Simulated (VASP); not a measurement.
Here is a VASP 6.6.1 calculation.

The input INCAR:

```
  PREC = Accurate
  ENCUT = 520
  EDIFF = 1E-7
  ISMEAR = -1
  SIGMA = 0.02
  LREAL = False
  LASPH = True
  NELM = 80
  ALGO = Normal
  ISIF = 2
  LWAVE = False
  LCHARG = True
  LELF = True
  LVHAR = True
  NBANDS = 15
```

Contents of KPOINTS:

```
regular mesh
0
Gamma
  9 9 8
```

POSCAR

```
TaN
1.0
    2.9380000000      0.0000000000      0.0000000000
   -1.4690000000      2.5443826363      0.0000000000
    0.0000000000      0.0000000000      2.8830000000
Ta N
1 1
Direct
    0.3199620576      0.6580713020      0.4567466505
   -0.0133702443     -0.0085968053     -0.0432514805
```

Potentials or basis: VASP PAW LDA potentials, release 64 (Ta_pv, N).

Run with:

```bash
$ cat potpaw_LDA.64/Ta_pv/POTCAR potpaw_LDA.64/N/POTCAR > POTCAR
$ mpirun -np 1 vasp_std > vasp.out
```

Q: Estimate the pressure.

A: -9.8 GPa.

Q: Predict the band gap on the k mesh.

A: Zero (band 8 reaches 8.25 eV, above the bottom of band 9 at 7.99 eV).

Stress tensor (GPa, compression positive):
```
 -9.48   0.00   0.00
  0.00  -9.48   0.00
  0.00   0.00 -10.47
```

Caveat: spin-orbit coupling is left out, which moves the levels of the heavy elements.
